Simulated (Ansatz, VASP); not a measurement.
## Pd in VASP and in Ansatz

```xyz
1
Lattice="-1.5589 1.5589 1.5589 1.5589 -1.5589 1.5589 1.5589 1.5589 -1.5589" Properties=species:S:1:pos:R:3 pbc="T T T"
Pd    0.0000    0.0000    0.0000
```

Alike in both runs: task single point; functional revPBE; k mesh 16 × 16 × 16; occupations fermi-dirac, width 0.05 eV; collinear spin.

```csv
,VASP,Ansatz
version,VASP 6.6.1,Ansatz 0.2.0
potentials or method,"VASP PAW PBE potentials, release 64 (Pd), cutoff 520 eV","plane waves (420 eV) with PAW, scalar-relativistic"
valence electrons in the cell,10,18
```

|  | VASP | Ansatz | Ansatz less VASP |
| --- | --- | --- | --- |
| pressure (GPa) | 6.5 | 6.8 | +0.32 |
| net moment per atom (μB) | 0.00 | 0.00 | 0.000 |

VASP's potentials were made for PBE, not for revPBE. VASP's potentials hold 10 valence electrons a cell and Ansatz's 18, so a difference there can come from the potentials and not from the codes. Ansatz's warnings: seeded moment not kept.
